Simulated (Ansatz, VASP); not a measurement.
**One calculation of BeH, two programs**

File INCAR:

```
SYSTEM = BeH
PREC = Accurate
ENCUT = 600
EDIFF = 1E-6
ISMEAR = 0
SIGMA = 0.1
LREAL = .FALSE.
LASPH = .TRUE.
NELM = 60
ALGO = Normal
ISIF = 3
LWAVE = .FALSE.
LCHARG = .FALSE.
GGA = PE
IBRION = 2
NSW = 100
EDIFFG = -0.01
```

File KPOINTS:

```
Automatic mesh
0
G
  6 16 10
  0 0 0
```

POSCAR

```
BeH
1.0
    5.9889159645      0.0000000000      0.0000000000
    0.0000000000      2.2928982197      0.0000000000
    0.0000000000      0.0000000000      3.7998487955
Be H
4 4
Direct
    0.1387688764      0.2500000000      0.1235138788
    0.3612311236      0.7500000000      0.6235138788
    0.6387688764      0.2500000000      0.3764861212
    0.8612311236      0.7500000000      0.8764861212
    0.8495119258      0.2500000000      0.5844988390
    0.6504880742      0.7500000000      0.0844988390
    0.3495119258      0.2500000000      0.9155011610
    0.1504880742      0.7500000000      0.4155011610
```

Input for Ansatz:

```yaml
crystal:
  lattice:
    - [5.9889159645, 0.0, 0.0]
    - [0.0, 2.2928982197, 0.0]
    - [0.0, 0.0, 3.7998487955]
  atoms:
    - { symbol: Be, position: [0.1387688764, 0.25, 0.1235138788] }
    - { symbol: Be, position: [0.3612311236, 0.75, 0.6235138788] }
    - { symbol: Be, position: [0.6387688764, 0.25, 0.3764861212] }
    - { symbol: Be, position: [0.8612311236, 0.75, 0.8764861212] }
    - { symbol: H, position: [0.8495119258, 0.25, 0.584498839] }
    - { symbol: H, position: [0.6504880742, 0.75, 0.084498839] }
    - { symbol: H, position: [0.3495119258, 0.25, 0.915501161] }
    - { symbol: H, position: [0.1504880742, 0.75, 0.415501161] }
basis:
  ecutwfc: 420
kpoints:
  mp_grid: { grid: [6, 16, 10] }
hamiltonian:
  xc: pbe
scf:
  occupations: { method: gaussian, width: 0.1 }
output:
  forces: true
  stress: true
  eigenvalues: true
relax:
  adjacent_minimum: "off"
  f_tol: 0.01
  max_steps: 80
  cell: { stress_tol: 0.05 }
```

Alike in both runs: task relaxation of cell and atoms; functional PBE; k mesh 6 × 16 × 10; occupations gaussian, width 0.1 eV; no spin polarisation.

```csv
,VASP,Ansatz
version,VASP 6.6.1,Ansatz 0.2.0
potentials or method,"VASP PAW PBE potentials, release 64 (Be, H), cutoff 600 eV","scalar-relativistic, plane waves, PAW"
valence electrons in the cell,12,12
```

VASP gave:

```
gap on the k mesh at the Fermi level, each at its own relaxed structure (eV) : none
relaxed volume (Å³/atom)                                                     : 6.52
relaxed length of the cell vector where the two differ most in proportion (Å)              : 2.287
```

Task: Estimate Ansatz's values.

Result: gap on the k mesh at the Fermi level, each at its own relaxed structure (eV): none; relaxed volume (Å³/atom): 6.51; relaxed length of the cell vector where the two differ most in proportion (Å): 2.286.

A gap of «none» marks a metal or a gap that the smearing closes.
